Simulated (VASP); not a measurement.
# Al (Im-3m) in VASP: further runs, part 2 of 2

VASP 6.6.1.

## (4) Single point, BLYP+D3(BJ)

File INCAR:

```
SYSTEM = Al
PREC = Accurate
ENCUT = 500
EDIFF = 1E-6
ISMEAR = -5
SIGMA = 0.05
LREAL = .FALSE.
LASPH = .TRUE.
NELM = 120
ALGO = Normal
ISIF = 2
LWAVE = .FALSE.
LCHARG = .FALSE.
GGA = B5
ALDAX = 1.0
AGGAX = 1.0
AGGAC = 1.0
ALDAC = 0.0
IVDW = 12
VDW_S6 = 1.0
VDW_S8 = 2.6996
VDW_A1 = 0.4298
VDW_A2 = 4.2359
NBANDS = 8
GGA_COMPAT = .FALSE.
```

File KPOINTS:

```
regular mesh
0
G
  12 12 12
  0 0 0
```

File POSCAR:

```
Al
1.0
   -1.5912186900      1.5912186900      1.5912186900
    1.5912186900     -1.5912186900      1.5912186900
    1.5912186900      1.5912186900     -1.5912186900
Al
1
Direct
    0.0000000000      0.0000000000      0.0000000000
```

Run with:

```console
$ cat potpaw_PBE.64/Al/POTCAR > POTCAR
$ mpirun -np 1 vasp_std > vasp.out
```

Run time: 4.2 s. Hardware: 1 thread of Intel Xeon 6975P-C (Granite Rapids), shared host; peak memory 0.13 GiB.

It converged, with:

```
Free energy                : -3.3686 eV
Pressure                   : -1.4 GPa
Band gap on the k mesh     : zero (an odd number of electrons rules out a gap without spin polarisation)
Dispersion energy per atom : -0.793 eV
```

Levels at points of the mesh, in eV from the Fermi level:
```tsv
k point	band 1	band 2	band 3	band 4	band 5	band 6
(0.00, 0.00, 0.00)	-11.34	13.26	13.26	13.26	14.69	14.69
(0.50, 0.00, 0.00)	-4.40	-4.00	8.11	8.29	10.09	11.51
(0.50, 0.50, 0.50)	1.78	1.78	1.78	3.07	3.07	5.50
```

Caveat: three body term missing; the PAW data sets were made with another functional, which shifts forces and pressure a little; tetrahedron occupations give inexact forces and stress in metals.

## (5) Single point, revPBE (17.40 Å³/atom)

This run uses another cell than the first one, of 17.40 Å³/atom.

File INCAR:

```
ALGO     = Normal         # electronic algorithm
EDIFF    = 1E-6           # SCF threshold, eV
ENCUT    = 500            # plane-wave cutoff, eV
GGA      = RE             # functional
GGA_COMPAT= False        
ISIF     = 2              # what is computed and relaxed
ISMEAR   = -1             # smearing method
LASPH    = True           # aspherical terms in the spheres
LCHARG   = True           # write CHGCAR
LELF     = True           # ELF
LREAL    = False          # projectors in reciprocal space
LVHAR    = True         
LWAVE    = False          # write WAVECAR
NBANDS   = 8              # bands
NELM     = 120            # most SCF steps
PREC     = Accurate       # precision mode
SIGMA    = 0.05           # smearing width, eV
```

File KPOINTS:

```
k-points
0
Gamma
  12 12 12
```

File POSCAR:

```
Al
1.0
   -1.6325674100      1.6325674100      1.6325674100
    1.6325674100     -1.6325674100      1.6325674100
    1.6325674100      1.6325674100     -1.6325674100
Al
1
Direct
    0.0000000000      0.0000000000      0.0000000000
```

Potentials or basis: VASP PAW PBE potentials, release 64 (Al).

Run with:

```console
$ cat potpaw_PBE.64/Al/POTCAR > POTCAR
$ mpirun -np 1 vasp_std > vasp.out
```

OUTCAR:

```text
EDIFF = 1E-6
   ENCUT = 500
   GGA = RE
   ISIF = 2
   ISMEAR = -1
   LASPH = True
   LREAL = False
   NELM = 120
   PREC = Accurate

 ion  position               nearest neighbor table
   1  0.000  0.000  0.000-

  LATTYP: Found a body centered cubic cell.
 ALAT       =     3.2651348200

  Lattice vectors:

 A1 = (  -1.6325674100,   1.6325674100,   1.6325674100)
 A2 = (   1.6325674100,  -1.6325674100,   1.6325674100)
 A3 = (   1.6325674100,   1.6325674100,  -1.6325674100)
[... 441 lines left out ...]
      7      27.8680      0.00000
      8      29.0042      0.00000

 [... further k-points ...]

------------------------ aborting loop because EDIFF is reached ----------------------------------------

  FORCE on cell =-STRESS in cart. coord.  units (eV):
  Direction    XX          YY          ZZ          XY          YZ          ZX
  --------------------------------------------------------------------------------------
  -------------------------------------------------------------------------------------
  Total       -0.1082596     -0.1082596     -0.1082596      0.0000000      0.0000000     -0.0000000
  in kB       -9.9656055     -9.9656055     -9.9656055      0.0000000      0.0000000     -0.0000000
  external PRESSURE =      -9.9656055 kB  Pullay stress =       0.0000000 kB

 VOLUME and BASIS-vectors are now :
 -----------------------------------------------------------------------------
  energy-cutoff  :      500.00
  volume of cell :       17.40
      direct lattice vectors                 reciprocal lattice vectors
    -1.632567410  1.632567410  1.632567410     0.000000000  0.306266067  0.306266067
     1.632567410 -1.632567410  1.632567410     0.306266067  0.000000000  0.306266067
     1.632567410  1.632567410 -1.632567410     0.306266067  0.306266067  0.000000000

 POSITION                                       TOTAL-FORCE (eV/Angst)
 -----------------------------------------------------------------------------------
      0.00000      0.00000      0.00000         0.000000     -0.000000     -0.000000
 -----------------------------------------------------------------------------------
    total drift:                                0.000000      0.000000      0.000000

  FREE ENERGIE OF THE ION-ELECTRON SYSTEM (eV)
  ---------------------------------------------------
  free  energy   TOTEN  =        -3.4543074632 eV

  energy  without entropy=       -3.4502555635  energy(sigma->0) =       -3.45228151
```

OSZICAR:

```text
N       E                     dE             d eps       ncg     rms          rms(c)
DAV:   1    -0.204881812588E+01   -0.20488E+01   -0.79764E+02  1152   0.191E+02
DAV:   2    -0.347024166505E+01   -0.14214E+01   -0.13655E+01  1624   0.181E+01
DAV:   3    -0.347721021506E+01   -0.69686E-02   -0.69671E-02  1352   0.147E+00
DAV:   4    -0.347722780270E+01   -0.17588E-04   -0.17588E-04  1760   0.694E-02
DAV:   5    -0.347722784755E+01   -0.44849E-07   -0.44691E-07  1424   0.236E-03    0.159E+00
DAV:   6    -0.346399906118E+01    0.13229E-01   -0.19236E-03  1224   0.222E-01    0.908E-01
DAV:   7    -0.345432460528E+01    0.96745E-02   -0.58996E-03  1248   0.361E-01    0.164E-01
DAV:   8    -0.345430991010E+01    0.14695E-04   -0.20697E-05  1584   0.313E-02    0.171E-02
DAV:   9    -0.345430789039E+01    0.20197E-05   -0.10319E-06  1368   0.472E-03    0.847E-04
DAV:  10    -0.345430746321E+01    0.42718E-06   -0.11668E-08   840   0.741E-04
   1 F= -.34543075E+01 E0= -.34522815E+01  d E =-.405190E-02
```

It took 3 s on 1 thread of Intel Xeon 6975P-C (Granite Rapids), shared host; peak memory 0.13 GiB.

What came out:

- Free energy: -3.4543 eV
- Pressure: -1.0 GPa
- Band gap on the k mesh: zero (an odd number of electrons rules out a gap without spin polarisation)

Caveat: the PAW data sets were made with another functional, which shifts forces and pressure a little.

## (6) Relaxation of cell and atoms, BLYP+D4

File INCAR:

```
SYSTEM = Al
PREC = Accurate
ENCUT = 600
EDIFF = 1E-6
ISMEAR = -1
SIGMA = 0.05
LREAL = .False.
LASPH = .True.
NELM = 100
ALGO = Normal
ISIF = 3
LWAVE = .False.
LCHARG = .False.
GGA = B5
ALDAX = 1.0
AGGAX = 1.0
AGGAC = 1.0
ALDAC = 0.0
IVDW = 13
VDW_S6 = 1.0
VDW_S8 = 2.34076671
VDW_A1 = 0.44488865
VDW_A2 = 4.0933009
IBRION = 2
NSW = 60
EDIFFG = -0.01
```

File KPOINTS:

```
regular mesh
0
Gamma
  12 12 12
  0 0 0
```

File POSCAR:

```
Al
1.0
   -1.5912186900      1.5912186900      1.5912186900
    1.5912186900     -1.5912186900      1.5912186900
    1.5912186900      1.5912186900     -1.5912186900
Al
1
Direct
    0.0000000000      0.0000000000      0.0000000000
```

Potentials or basis: VASP PAW PBE potentials, release 64 (Al).

Run with:

```console
$ cat potpaw_PBE.64/Al/POTCAR > POTCAR
$ mpirun -np 1 vasp_std > vasp.out
```

Wall time 18 s (1 thread of AMD EPYC 7R43 (Zen 3), shared host); peak memory 0.1 GiB.

The run converged. Its results:

```yaml
Free_energy: -3.2412 eV
Relaxed_volume: 16.39 Å³/atom
Relaxed_cell: a = 2.772 Å, b = 2.772 Å, c = 2.772 Å, α = 109.47°, β = 109.47°, γ = 109.47°
Space_group_after_relaxing_to_0.1_Å: Im-3m (No. 229)
Energy_gained_by_relaxing: 1.0 meV/atom
Ionic_steps: 2
Pressure_after_relaxing: 0.0 GPa
Band_gap_on_the_k_mesh: zero (an odd number of electrons rules out a gap without spin polarisation)
Dispersion_energy_per_atom: -0.656 eV
```

Step by step:
```tsv
step	energy change (eV)	largest force (eV/Å)	pressure (GPa)	volume (Å³)
1	0.0000	0.0000	1.16	16.12
2	-0.0010	0.0000	0.03	16.39
```

Final structure:
```
Al
1.0
    -1.60014    1.60014    1.60014
     1.60014   -1.60014    1.60014
     1.60014    1.60014   -1.60014
Al
1
Direct
  0.00000 0.00000 0.00000
```

Levels at points of the mesh, in eV from the Fermi level:
| k point | band 1 | band 2 | band 3 | band 4 |
| --- | --- | --- | --- | --- |
| (0.00, 0.00, 0.00) | -11.12 | 13.26 | 13.26 | 13.26 |
| (0.50, 0.00, 0.00) | -4.24 | -3.88 | 8.07 | 8.35 |
| (0.50, 0.50, 0.50) | 1.85 | 1.85 | 1.85 | 3.20 |

Caveat: the PAW data sets were made with another functional, which shifts forces and pressure a little.

## (7) The runs side by side

```csv
task,level,cell,k mesh,cutoff (eV),smearing,grid for exact exchange (PRECFOCK),share of exact exchange,screening parameter,gap on the mesh (eV),pressure (GPa)
single point,HSE06+D3(BJ),"a = 2.756 Å, angles 109.5°, 1 atom",7 × 7 × 7,400,fermi-dirac 0.01 eV,Normal,0.25,0.2079 1/Å,none,-1.8
single point,B3LYP+D3(BJ),"a = 2.756 Å, angles 109.5°, 1 atom",8 × 8 × 8,400,methfessel-paxton 0.05 eV,Normal,0.2,-,none,-0.2
single point,BLYP+D3(BJ),"a = 2.756 Å, angles 109.5°, 1 atom",12 × 12 × 12,500,tetrahedron,-,-,-,none,-1.4
single point,revPBE,"a = 2.828 Å, angles 109.5°, 1 atom",12 × 12 × 12,500,fermi-dirac 0.05 eV,-,-,-,none,-1.0
relaxation of cell and atoms,BLYP+D4,"relaxed from a = 2.756 Å, angles 109.5°, 1 atom",12 × 12 × 12,600,fermi-dirac 0.05 eV,-,-,-,none,0.0
```

Alike in all rows: potentials or basis VASP PAW PBE potentials, release 64 (Al); no spin polarisation.

Caveats: some runs use coarse meshes; the PAW data sets were made with another functional, which shifts forces and pressure a little; three body term missing (at least some runs); tetrahedron occupations give inexact forces and stress in metals (at least some runs).

Absolute energies hang on the potentials; compare differences alone.
